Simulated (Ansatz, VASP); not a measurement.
Al: VASP beside Ansatz

INCAR

```
SYSTEM = Al
  ALGO = Normal
  EDIFF = 1E-6
  ENCUT = 520
  GGA = PS
  ISIF = 2
  ISMEAR = 0
  LASPH = .True.
  LCHARG = .False.
  LREAL = .False.
  LWAVE = .False.
  NBANDS = 8
  NELM = 60
  PREC = Accurate
  SIGMA = 0.15
```

KPOINTS

```
k-points
0
Gamma
  20 20 20
  0 0 0
```

File POSCAR:

```
Al
1.0
   -1.5832625966      1.5832625966      1.5912186900
    1.5832625966     -1.5832625966      1.5912186900
    1.5991747834      1.5991747834     -1.5912186900
Al
1
Direct
    0.0000000000      0.0000000000      0.0000000000
```

Input for Ansatz:

```yaml
crystal:
  lattice:
    - [-1.5832625966, 1.5832625966, 1.59121869]
    - [1.5832625966, -1.5832625966, 1.59121869]
    - [1.5991747834, 1.5991747834, -1.59121869]
  atoms:
    - { symbol: Al, position: [0.0, 0.0, 0.0] }
basis:
  ecutwfc: 420
kpoints:
  mp_grid: { grid: [20, 20, 20] }
hamiltonian:
  xc: pbesol
scf:
  occupations: { method: gaussian, width: 0.15 }
output:
  forces: true
  stress: true
  eigenvalues: true
```

Change from the starting cell: strain +0.0100 x Voigt [0, 0, 0, 0, 0, 1], atoms carried along.

Alike in both runs: task single point; functional PBEsol; k mesh 20 × 20 × 20; occupations gaussian, width 0.15 eV; no spin polarisation.

```csv
,VASP,Ansatz
version,VASP 6.6.1,Ansatz 0.2.0
potentials or method,"VASP PAW PBE potentials, release 64 (Al), cutoff 520 eV","scalar-relativistic, plane waves, PAW"
valence electrons in the cell,3,3
```

|  | VASP | Ansatz | Ansatz less VASP |
| --- | --- | --- | --- |
| gap on the k mesh at the Fermi level (eV) | none | none | - |
| pressure (GPa) | 2.3 | 2.2 | -0.07 |
| traceless stress, the component that is largest in VASP (GPa) | -0.42 | -0.42 | +0.002 |

VASP's potentials were made for PBE, not for PBEsol. A gap of «none» marks a metal or a gap that the smearing closes.
